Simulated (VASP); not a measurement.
B5Pt:

```
B Pt
1.0
     0.00000    2.96249    2.96249
     2.96249    0.00000    2.96249
     2.96249    2.96249    0.00000
B Pt
5 1
Direct
  0.37522 0.87435 0.37522
  0.37522 0.37522 0.37522
  0.75000 0.75000 0.75000
  0.87435 0.37522 0.37522
  0.37522 0.37522 0.87435
  0.00000 0.00000 0.00000
```

The cell was built from a structure type or drawn by symmetry, and may not be a known phase.

* Program: VASP 6.6.1
* Task: relaxation of cell and atoms
* Functional: PBE
* Potentials or basis: VASP PAW PBE potentials, release 64 (B, Pt)
* Cutoff: 600 eV
* k mesh: 6 × 6 × 6
* Occupations: gaussian, width 0.1 eV
* Spin: no spin polarisation

At the start: pressure -10.2 GPa; volume 8.67 Å³/atom.

Problem. How do energy, volume and symmetry change on relaxing?

Solution. Over 7 steps the energy falls by 91.6 meV/atom and the volume is 8.30 Å³/atom (-4.3 %); space group F-43m (No. 216, to 0.1 Å) before and after.

The path:
| step | energy change (eV) | largest force (eV/Å) | pressure (GPa) | volume (Å³) |
| --- | --- | --- | --- | --- |
| 1 | 0.0000 | 1.0117 | -10.19 | 52.00 |
| 2 | -0.2950 | 1.0135 | 4.60 | 47.96 |
| 3 | -0.3019 | 0.9552 | 7.86 | 47.29 |
| 4 | -0.4803 | 0.0691 | 9.54 | 47.44 |
| 5 | -0.4814 | 0.0299 | 9.74 | 47.45 |
| 6 | -0.5402 | 0.0714 | -3.37 | 50.68 |
| 7 | -0.5495 | 0.0351 | -0.07 | 49.78 |

Final structure:
```xyz
6
Lattice="0.0000 2.9197 2.9197 2.9197 0.0000 2.9197 2.9197 2.9197 0.0000" Properties=species:S:1:pos:R:3 pbc="T T T"
B     3.5654    2.2741    3.5654
B     2.2741    2.2741    2.2741
B     4.3796    4.3796    4.3796
B     2.2741    3.5654    3.5654
B     3.5654    3.5654    2.2741
Pt    0.0000    0.0000    0.0000
```
